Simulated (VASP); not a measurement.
Input of a VASP 6.6.1 run:

The input INCAR:

```
PREC = Accurate ; ENCUT = 520
EDIFF = 1E-6 ; ISMEAR = 0
SIGMA = 0.01 ; LREAL = F
LASPH = T ; NELM = 60
ALGO = Normal ; ISIF = 2
LWAVE = F ; LCHARG = T
GGA = PE ; LELF = T
LVHAR = T ; NBANDS = 27
```

File KPOINTS:

```
Automatic mesh
0
Gamma
  6 6 6
```

Contents of POSCAR:

```
KTaO3
1.0
    4.0642296512      0.0000000000      0.0000000000
    0.0000000000      4.0642296512      0.0000000000
    0.0000000000      0.0000000000      4.0642296512
K Ta O
1 1 3
Direct
    0.5000000000      0.5000000000      0.5000000000
    0.0000000000      0.0000000000      0.0000000000
    0.5000000000      0.0000000000      0.0000000000
    0.0000000000      0.5000000000      0.0000000000
    0.0000000000      0.0000000000      0.5000000000
```

Potentials or basis: VASP PAW PBE potentials, release 64 (K_sv, Ta_pv, O).

Run with:

```console
$ cat potpaw_PBE.64/K_sv/POTCAR potpaw_PBE.64/Ta_pv/POTCAR potpaw_PBE.64/O/POTCAR > POTCAR
$ mpirun -np 1 vasp_std > vasp.out
```

(1) Predict the band gap on the k mesh.

(2) What does it give for the pressure?

## Answers

(1) 2.05 eV, indirect (least direct gap 2.69 eV).

(2) -4.7 GPa.

Caveat: spin-orbit coupling is left out, which moves the levels of the heavy elements.
